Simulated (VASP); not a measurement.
Wanted: the native input for a VASP 6.6.1 run.

* Task: single point
* Functional: PBEsol
* Potentials or basis: VASP PAW PBE potentials, release 64 (As)
* Cutoff: 520 eV
* k mesh: 10 × 10 × 10
* Occupations: fermi-dirac, width 0.05 eV
* Spin: no spin polarisation
* Dipole correction: no
* Further INCAR settings: ALGO = Normal; EDIFF = 1e-06; NBANDS = 8

The structure of As lies in POSCAR:

```
As
1.0
    2.5526069518      0.0000000000      0.0000000000
    0.0000000000      2.5526069518      0.0000000000
    0.0000000000      0.0000000000      2.5526069518
As
1
Direct
    0.5000000000      0.5000000000      0.5000000000
```

The input as run:

INCAR

```
ALGO     = Normal         # electronic algorithm
EDIFF    = 1E-6           # SCF threshold, eV
ENCUT    = 520            # plane-wave cutoff, eV
GGA      = PS             # functional
ISIF     = 2              # what is computed and relaxed
ISMEAR   = -1             # smearing method
LASPH    = T              # aspherical terms in the spheres
LCHARG   = F              # write CHGCAR
LREAL    = F              # projectors in reciprocal space
LWAVE    = F              # write WAVECAR
NBANDS   = 8              # bands
NELM     = 100            # most SCF steps
PREC     = Accurate       # precision mode
SIGMA    = 0.05           # smearing width, eV
```

KPOINTS

```
k-points
0
Gamma
  10 10 10
```

Potentials or basis: VASP PAW PBE potentials, release 64 (As).

Command:

```bash
$ cat potpaw_PBE.64/As/POTCAR > POTCAR
$ mpirun -np 1 vasp_std > vasp.out
```

It gave:

| Item | Value |
| --- | --- |
| Pressure | 20.9 GPa |

Caveat: the PAW data sets were made with another functional, which shifts forces and pressure a little.

It took 7 s on 1 thread of AMD EPYC 7R43 64-Core Processor (Zen 3), on a shared host, peak memory 0.08 GiB.
